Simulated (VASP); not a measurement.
A run of VASP 6.6.1 is set up as follows.

File INCAR:

```
ALGO = Normal
EDIFF = 1E-6
ENCUT = 520
GGA = PE
ISIF = 2
ISMEAR = 0
LASPH = True
LCHARG = False
LREAL = False
LWAVE = False
NBANDS = 41
NELM = 100
PREC = Accurate
SIGMA = 0.02
```

File KPOINTS:

```
k-points
0
Gamma
  6 6 6
```

The input POSCAR:

```
Ga2SnSe4
1.0
   -3.8772144869      3.8772144869      3.1877424350
    3.8772144869     -3.8772144869      3.1877424350
    3.8772144869      3.8772144869     -3.1877424350
Ga Sn Se
2 1 4
Direct
    0.5122161976      0.0122161976      0.5000000000
    0.0122161976      0.5122161976      0.5000000000
    0.9258904306      0.9258904306      0.0000000000
    0.4399381379      0.5992644817      0.5134504776
    0.0858140040      0.9264876603      0.4865495224
    0.9264876603      0.4399381379      0.8406736563
    0.5992644817      0.0858140040      0.1593263437
```

Potentials or basis: VASP PAW PBE potentials, release 64 (Ga_d, Sn_d, Se).

Command:

```console
$ cat potpaw_PBE.64/Ga_d/POTCAR potpaw_PBE.64/Sn_d/POTCAR potpaw_PBE.64/Se/POTCAR > POTCAR
$ mpirun -np 1 vasp_std > vasp.out
```

Problem. What does it give for the band gap on the k mesh?

Solution. 1.69 eV, indirect (least direct gap 1.75 eV).

Problem. What does it give for the pressure?

Solution. 0.1 GPa.

Problem. Estimate the largest force.

Solution. 0.026 eV/Å.

Forces in eV/Å, atoms in the order of the input:
```
Ga   0.000  0.000 -0.008
Ga   0.000  0.000 -0.008
Sn   0.000  0.000  0.011
Se  -0.017  0.020  0.001
Se   0.017 -0.020  0.001
Se   0.020  0.017  0.001
Se  -0.020 -0.017  0.001
```

Caveat: spin-orbit coupling is left out, which moves the levels of the heavy elements. A k mesh can miss the band edges.
